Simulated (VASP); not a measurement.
# In (P6/mmm) in VASP: notebook

The runs below take In through relaxation of cell and atoms, with PBE.

Everything below comes from runs of VASP 6.6.1. Logs are shortened: lines on timing, memory, paths and dates and some standing lists are left out, and cuts for length are marked.

### 1 The cell of the first run

Symmetry: P6/mmm, No. 191, hexagonal system. The conventional cell has a = 2.736 Å, b = 2.736 Å, c = 2.618 Å, α = 90.00°, β = 90.00°, γ = 120.00°. In (site symmetry 6/mmm) has 8 In at 2.62 to 2.74 Å within 3.5 Å.

### 2 Relaxation of cell and atoms, PBE, target pressure 66 GPa, at which the enthalpy is minimised

File INCAR:

```
PREC = Accurate
ENCUT = 600
EDIFF = 1E-6
ISMEAR = -1
SIGMA = 0.05
LREAL = False
LASPH = True
NELM = 80
ALGO = Normal
ISIF = 3
LWAVE = False
LCHARG = False
GGA = PE
IBRION = 2
NSW = 32
EDIFFG = -0.005
PSTRESS = 660.0
```

File KPOINTS:

```
Automatic mesh
0
Gamma
  16 16 15
```

File POSCAR:

```
In
1.0
    2.7361443766      0.0000000000      0.0000000000
   -1.3680721883      2.3695705386      0.0000000000
    0.0000000000      0.0000000000      2.6179133448
In
1
Direct
    0.0000000000      0.0000000000      0.0000000000
```

Potentials or basis: VASP PAW PBE potentials, release 64 (In_d).

Started as:

```bash
$ cat potpaw_PBE.64/In_d/POTCAR > POTCAR
$ mpirun -np 1 vasp_std > vasp.out
```

OUTCAR:

```text
PREC = Accurate
   ENCUT = 600
   EDIFF = 1E-6
   ISMEAR = -1
   LREAL = False
   LASPH = True
   NELM = 80
   ISIF = 3
   GGA = PE
   IBRION = 2
   NSW = 32
   EDIFFG = -0.005
   PSTRESS = 660.0

 ion  position               nearest neighbor table
   1  0.000  0.000  0.000-

  LATTYP: Found a hexagonal cell.
 ALAT       =     2.7361443766
 C/A-ratio  =     0.9567891838

  Lattice vectors:

 A1 = (   2.7361443766,   0.0000000000,   0.0000000000)
 A2 = (  -1.3680721883,   2.3695705386,   0.0000000000)
 A3 = (   0.0000000000,   0.0000000000,   2.6179133448)

Analysis of symmetry for initial positions (statically):
=====================================================================
 Subroutine PRICEL returns:
 Original cell was already a primitive cell.

 Routine SETGRP: Setting up the symmetry group for a
 hexagonal supercell.

 Subroutine GETGRP returns: Found 24 space group operations
 (whereof 24 operations were pure point group operations)
 out of a pool of 24 trial point group operations.

The static configuration has the point symmetry D_6h.

Analysis of symmetry for dynamics (positions and initial velocities):
=====================================================================
 Subroutine PRICEL returns:
 Original cell was already a primitive cell.

 Routine SETGRP: Setting up the symmetry group for a
 hexagonal supercell.

 Subroutine GETGRP returns: Found 24 space group operations
 (whereof 24 operations were pure point group operations)
 out of a pool of 24 trial point group operations.

The dynamic configuration has the point symmetry D_6h.

 Subroutine INISYM returns: Found 24 space group operations
 (whereof 24 operations are pure point group operations),
 and found     1 'primitive' translations

----------------------------------------------------------------------------------------

                                     Primitive cell

  volume of cell :      16.9732

  direct lattice vectors                    reciprocal lattice vectors
     2.736144377  0.000000000  0.000000000     0.365477790  0.211008700  0.000000000
    -1.368072188  2.369570539  0.000000000     0.000000000  0.422017401  0.000000000
     0.000000000  0.000000000  2.617913345     0.000000000  0.000000000  0.381983614

  length of vectors
     2.736144377  2.736144377  2.617913345     0.422017401  0.422017401  0.381983614

  position of ions in fractional coordinates (direct lattice)
     0.000000000  0.000000000  0.000000000

  ion indices of the primitive-cell ions
   primitive index   ion index
                 1           1

----------------------------------------------------------------------------------------

 KPOINTS: Automatic mesh

Automatic generation of k-mesh.
 Grid dimensions read from file:
 generate k-points for:   16   16   15

 Generating k-lattice:

  Cartesian coordinates                     Fractional coordinates (reciprocal lattice)
     0.022842362  0.013188044  0.000000000     0.062500000  0.000000000  0.000000000
     0.000000000  0.026376088  0.000000000     0.000000000  0.062500000  0.000000000
     0.000000000  0.000000000  0.025465574     0.000000000  0.000000000  0.066666667

  Length of vectors
     0.026376088  0.026376088  0.025465574

  Shift w.r.t. Gamma in fractional coordinates (k-lattice)
     0.000000000  0.000000000  0.000000000

 Subroutine IBZKPT returns following result:
 ===========================================

 Found    240 irreducible k-points:

 Following reciprocal coordinates:
            Coordinates               Weight
  0.000000  0.000000  0.000000      1.000000
  0.062500  0.000000  0.000000      6.000000
  0.125000  0.000000  0.000000      6.000000
  0.187500  0.000000  0.000000      6.000000
  0.250000  0.000000  0.000000      6.000000
  0.312500  0.000000  0.000000      6.000000
[... 16 lines left out ...]
  0.187500  0.187500  0.000000      6.000000
  0.250000  0.187500  0.000000     12.000000
 [... further k-points ...]
   k-points           NKPTS =    240   k-points in BZ     NKDIM =    240   number of bands    NBANDS=     10
   number of dos      NEDOS =    301   number of ions     NIONS =      1
   total plane-waves  NPLWV =  13824
   dimension x,y,z NGX =    24 NGY =   24 NGZ =   24
   dimension x,y,z NGXF=    48 NGYF=   48 NGZF=   48
   ions per type =               1
   NGX,Y,Z   is equivalent  to a cutoff of  14.58, 14.58, 15.24 a.u.
   NGXF,Y,Z  is equivalent  to a cutoff of  29.16, 29.16, 30.48 a.u.
 SYSTEM =  unknown system
   PREC   = accura    normal or accurate (medium, high low for compatibility)
   ISTART =      0    job   : 0-new  1-cont  2-samecut
   ICHARG =      2    charge: 1-file 2-atom 10-const
   ISPIN  =      1    spin polarized calculation?
   LNONCOLLINEAR =      F non collinear calculations
   LSORBIT =      F    spin-orbit coupling
   LASPH  =      T    aspherical Exc in radial PAW
   ENCUT  =  600.0 eV  44.10 Ry    6.64 a.u.   5.46  5.46  5.23*2*pi/ulx,y,z
   NELM   =     80;   NELMIN=  2; NELMDL= -5     # of ELM steps
   EDIFF  = 0.1E-05   stopping-criterion for ELM
   LREAL  =      F    real-space projection
   EDIFFG = -.5E-02   stopping-criterion for IOM
   NSW    =     32    number of steps for IOM
   IBRION =      2    ionic relax: 0-MD 1-quasi-New 2-CG
   NFREE  =      1    steps in history (QN), initial steepest desc. (CG)
   ISIF   =      3    stress and relaxation
   ISYM   =      2    0-nonsym 1-usesym 2-fastsym
   POTIM  = 0.5000    time-step for ionic-motion
   TEBEG  =    0.0;   TEEND  =   0.0 temperature during run
   PSTRESS=  660.0 pullay stress
   NELECT =      13.0000    total number of electrons
   NUPDOWN=      -1.0000    fix difference up-down
   EMIN   =  10.00;   EMAX   =-10.00  energy-range for DOS
   EFERMI =   0.00;   METHOD = LEGACY
   ISMEAR =    -1;   SIGMA  =   0.05  broadening in eV -4-tet -1-fermi 0-gaus
   EFERMI_NEDOS =   21; number of points for ismear=-14 and -15
   IALGO  =     38    algorithm
   IMIX   =      4    mixing-type and parameters
     AMIX     =   0.40;   BMIX     =  1.00
     AMIX_MAG =   1.60;   BMIX_MAG =  1.00
  volume/ion in A,a.u.               =      16.97       114.54
  Fermi-wavevector in a.u.,A,eV,Ry     =   1.497849  2.830524 30.525365  2.243551
  Thomas-Fermi vector in A             =   2.609684
   LORBIT       =      0    0 simple, 1 ext, 2 COOP (PROOUT), +10 PAW based schemes
   GGA     = PE    functional components
   LHFCALC =     F    Hartree Fock is set to
   AEXX    =    0.0000 exact exchange contribution
   IVDW    =     0    specifies the selected vdW correction
   LEPSILON=     F    determine dielectric tensor
   LRPA    =     F    only Hartree local field effects (RPA)
 conjugate gradient relaxation of ions
 non-spin polarized calculation
  energy-cutoff  :      600.00
  volume of cell :       16.97
 maximum number of plane-waves:       599
 NGX is ok and might be reduce to    24
   NGX = 11   NGY = 11   NGZ = 11

 number of electron      12.9999996 magnetization

 Free energy of the ion-electron system (eV)
  ---------------------------------------------------
  ext. energy  EPLUGINS =         0.00000000
  ---------------------------------------------------
  free energy    TOTEN  =        -1.12747831 eV

  energy without entropy =       -1.12453901  energy(sigma->0) =       -1.12600866

 E-fermi :  13.5603     XC(G=0): -12.4521

 val. band max:       13.5332772071   @ k =   0.3125   0.2500   0.2667
 cond. band min:      13.5704682220   @ k =   0.3750   0.2500   0.4000
 fundamental gap:      0.0371910149
 Fermi energy:        13.5602874342

 k-point     1 :       0.0000    0.0000    0.0000
  band No.  band energies     occupation
      1      -3.1367      2.00000
      2      -2.1297      2.00000
      3      -2.1297      2.00000
      4      -1.0010      2.00000
      5      -1.0010      2.00000
      6       0.4162      2.00000
      7      22.6322      0.00000
      8      26.0447      0.00000
      9      27.6244      0.00000
     10      27.7090      0.00000

 k-point     2 :       0.0625    0.0000    0.0000
  band No.  band energies     occupation
      1      -3.1127      2.00000
      2      -2.1489      2.00000
      3      -2.0866      2.00000
      4      -1.0257      2.00000
      5      -1.0062      2.00000
      6       0.5328      2.00000
      7      22.7928      0.00000
      8      25.5092      0.00000
      9      26.7591      0.00000
     10      27.0036      0.00000

 k-point     3 :       0.1250    0.0000    0.0000
  band No.  band energies     occupation
      1      -3.0493      2.00000
      2      -2.2046      2.00000
      3      -1.9623      2.00000
      4      -1.0953      2.00000
      5      -1.0211      2.00000
      6       0.8919      2.00000
      7      23.2670      0.00000
      8      23.3061      0.00000
      9      25.7619      0.00000
     10      26.3897      0.00000

 k-point     4 :       0.1875    0.0000    0.0000
  band No.  band energies     occupation
      1      -2.9698      2.00000
      2      -2.2858      2.00000
      3      -1.7717      2.00000
      4      -1.1976      2.00000
      5      -1.0433      2.00000
      6       1.5106      2.00000
      7      20.6542      0.00000
      8      24.0326      0.00000
      9      24.4415      0.00000
     10      26.2646      0.00000
[... 222 lines left out ...]
 k-point    22 :       0.4375    0.1250    0.0000
  band No.  band energies     occupation
      1      -2.8276      2.00000
      2      -2.3359      2.00000
      3      -1.5805      2.00000
      4      -1.1951      2.00000
      5      -1.0947      2.00000
      6       8.4718      2.00000
      7       9.4230      2.00000
      8      17.8912      0.00000
      9      28.3505      0.00000
     10      29.0339      0.00000

 k-point    23 :       0.1875    0.1875    0.0000
  band No.  band energies     occupation
      1      -2.7457      2.00000
      2      -2.3672      2.00000
      3      -1.4916      2.00000
      4      -1.4123      2.00000
      5      -1.1477      2.00000
      6       3.8681      2.00000
      7      16.9375      0.00000
      8      17.7516      0.00000
      9      26.6025      0.00000
     10      27.9875      0.00000

 k-point    24 :       0.2500    0.1875    0.0000
  band No.  band energies     occupation
      1      -2.6859      2.00000
      2      -2.3555      2.00000
      3      -1.4744      2.00000
      4      -1.4176      2.00000
      5      -1.1953      2.00000
      6       5.1720      2.00000
      7      14.7816      0.00000
      8      16.7232      0.00000
      9      27.9082      0.00000
     10      28.2305      0.00000

 [... further k-points ...]
[... 5 lines left out ...]
  --------------------------------------------------------------------------------------
  -------------------------------------------------------------------------------------
  Total        6.9878158      6.9878158      6.9890726      0.0000000      0.0000000      0.0000000
  in kB      659.6113375    659.6113375    659.7299757      0.0000000      0.0000000      0.0000000
  external PRESSURE =      -0.3491164 kB  Pullay stress =     660.0000000 kB

 VOLUME and BASIS-vectors are now :
 -----------------------------------------------------------------------------
  energy-cutoff  :      600.00
  volume of cell :       16.97
      direct lattice vectors                 reciprocal lattice vectors
     2.736144377  0.000000000  0.000000000     0.365477790  0.211008700  0.000000000
    -1.368072188  2.369570539  0.000000000     0.000000000  0.422017401  0.000000000
     0.000000000  0.000000000  2.617913345     0.000000000  0.000000000  0.381983614

 POSITION                                       TOTAL-FORCE (eV/Angst)
 -----------------------------------------------------------------------------------
      0.00000      0.00000      0.00000        -0.000000      0.000000      0.000000
 -----------------------------------------------------------------------------------
    total drift:                                0.000000     -0.000000      0.000000

  FREE ENERGIE OF THE ION-ELECTRON SYSTEM (eV)
  ---------------------------------------------------
  free  energy   TOTEN  =        -1.1274783105 eV

  energy  without entropy=       -1.1245390090  energy(sigma->0) =       -1.12600866

  enthalpy is  TOTEN    =         5.8644549053 eV   P V=        6.9919332157

 reached required accuracy - stopping structural energy minimisation
```

Wall time 11 s (1 thread of Intel Xeon 6975P-C (Granite Rapids), shared host); peak memory 0.18 GiB.

What came out:

```yaml
Free_energy: -1.1275 eV
Pressure_after_relaxing: 66.0 GPa
```

Final structure:
```
In
1.0
     2.73614    0.00000    0.00000
    -1.36807    2.36957    0.00000
     0.00000    0.00000    2.61791
In
1
Direct
  0.00000 0.00000 0.00000
```

Caveat: the relaxation stopped at its first step, so nothing moved; the cell is relaxed towards a set pressure, so the enthalpy falls and the energy may rise; spin-orbit coupling is left out, which moves the levels of the heavy elements.

(Part 1 of 2 ends here.)
